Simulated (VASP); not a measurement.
# LuMnCdF (P4/nmm) in VASP: further runs, part 2 of 2

VASP 6.6.1.

### 3 Single point, PBE

INCAR reads:

```
SYSTEM = LuMnCdF
  PREC = Accurate
  ENCUT = 600
  EDIFF = 1E-6
  ISMEAR = -1
  SIGMA = 0.1
  LREAL = .False.
  LASPH = .True.
  NELM = 120
  ALGO = Normal
  ISIF = 2
  LWAVE = .False.
  LCHARG = .False.
  GGA = PE
  NBANDS = 67
  GGA_COMPAT = .False.
```

KPOINTS reads:

```
Automatic mesh
0
Gamma
  5 5 2
  0 0 0
```

POSCAR reads:

```
LuMnCdF
1.0
    4.1071900000      0.0000000000      0.0000000000
    0.0000000000      4.1071900000      0.0000000000
    0.0000000000      0.0000000000      9.3400840000
Lu Mn Cd F
2 2 2 2
Direct
    0.2500000000      0.2500000000      0.3334300000
    0.7500000000      0.7500000000      0.6665700000
    0.2500000000      0.7500000000      0.0000000000
    0.7500000000      0.2500000000      0.0000000000
    0.7500000000      0.7500000000      0.1444000000
    0.2500000000      0.2500000000      0.8556000000
    0.2500000000      0.7500000000      0.5000000000
    0.7500000000      0.2500000000      0.5000000000
```

Potentials or basis: VASP PAW PBE potentials, release 64 (Lu, Mn_pv, Cd, F).

The run is started by

```console
> cat potpaw_PBE.64/Lu/POTCAR potpaw_PBE.64/Mn_pv/POTCAR potpaw_PBE.64/Cd/POTCAR potpaw_PBE.64/F/POTCAR > POTCAR
> mpirun -np 1 vasp_std > vasp.out
```

OUTCAR:

```text
SYSTEM = LuMnCdF
   PREC = Accurate
   ENCUT = 600
   EDIFF = 1E-6
   ISMEAR = -1
   LREAL = .False.
   LASPH = .True.
   NELM = 120
   ISIF = 2
   GGA = PE

 ion  position               nearest neighbor table
   1  0.250  0.250  0.333-   7 2.58   8 2.58   7 2.58   8 2.58   5 3.40   5 3.40   5 3.40   5 3.40

   2  0.750  0.750  0.667-   7 2.58   8 2.58   8 2.58   7 2.58   6 3.40   6 3.40   6 3.40   6 3.40

   3  0.250  0.750  0.000-   5 2.46   6 2.46   6 2.46   5 2.46   4 2.90   4 2.90   4 2.90   4 2.90

   4  0.750  0.250  0.000-   5 2.46   6 2.46   5 2.46   6 2.46   3 2.90   3 2.90   3 2.90   3 2.90

   5  0.750  0.750  0.144-   3 2.46   4 2.46   4 2.46   3 2.46   1 3.40   1 3.40   1 3.40   1 3.40

[... 1045 lines left out ...]
  external PRESSURE =     -41.3173521 kB  Pullay stress =       0.0000000 kB

 VOLUME and BASIS-vectors are now :
 -----------------------------------------------------------------------------
  energy-cutoff  :      600.00
  volume of cell :      157.56
      direct lattice vectors                 reciprocal lattice vectors
     4.107190000  0.000000000  0.000000000     0.243475466  0.000000000  0.000000000
     0.000000000  4.107190000  0.000000000     0.000000000  0.243475466  0.000000000
     0.000000000  0.000000000  9.340084000     0.000000000  0.000000000  0.107065418

 POSITION                                       TOTAL-FORCE (eV/Angst)
 -----------------------------------------------------------------------------------
      1.02680      1.02680      3.11426        -0.000000     -0.000000     -0.792162
      3.08039      3.08039      6.22582         0.000000      0.000000      0.792162
      1.02680      3.08039      0.00000         0.000000     -0.000000     -0.000000
      3.08039      1.02680      0.00000         0.000000     -0.000000      0.000000
      3.08039      3.08039      1.34871         0.000000     -0.000000      3.417558
      1.02680      1.02680      7.99138        -0.000000     -0.000000     -3.417558
      1.02680      3.08039      4.67004         0.000000     -0.000000      0.000000
      3.08039      1.02680      4.67004         0.000000     -0.000000      0.000000
 -----------------------------------------------------------------------------------
    total drift:                                0.000000      0.000000     -0.000000

  FREE ENERGIE OF THE ION-ELECTRON SYSTEM (eV)
  ---------------------------------------------------
  free  energy   TOTEN  =       -36.7043952306 eV

  energy  without entropy=      -36.3301452495  energy(sigma->0) =      -36.51727024
```

Wall time 3.1 min (1 thread of AMD EPYC 7R13 (Zen 3), shared host); peak memory 0.38 GiB.

Results:

* Free energy: -36.7044 eV
* Pressure: -4.1 GPa
* Largest force: 3.418 eV/Å
* Band gap on the k mesh: zero (bands 57 and 58 overlap by 0.37 eV)

Forces in eV/Å, atoms in the order of the input:
```
Lu   0.000  0.000 -0.792
Lu   0.000  0.000  0.792
Mn   0.000  0.000  0.000
Mn   0.000  0.000  0.000
Cd   0.000  0.000  3.418
Cd   0.000  0.000 -3.418
F    0.000  0.000  0.000
F    0.000  0.000  0.000
```

Stress tensor (GPa, compression positive):
```
-3.38  0.00  0.00
 0.00 -3.38  0.00
 0.00  0.00 -5.64
```

Levels at points of the mesh, in eV from the Fermi level:
```
           k point  band 53  band 54  band 55  band 56  band 57  band 58  band 59  band 60  band 61  band 62
(0.00, 0.00, 0.00)    -1.27    -0.19    -0.11     0.04     0.04     0.50     0.55     1.03     1.06     1.21
(0.00, 0.00, 0.50)    -1.27    -0.01     0.04     0.04     0.13     0.44     0.46     0.82     1.03     1.20
```

Caveat: the cell stands under tension; spin-orbit coupling is left out, which moves the levels of the heavy elements; the run has no spin polarisation, though such a crystal can be magnetic; forces of over 1 eV/Å act on the atoms, so gaps and moduli don't describe the material at rest. With open d or f shells a metallic result of PBE can be an artefact of self-interaction; +U or a hybrid may open a gap.
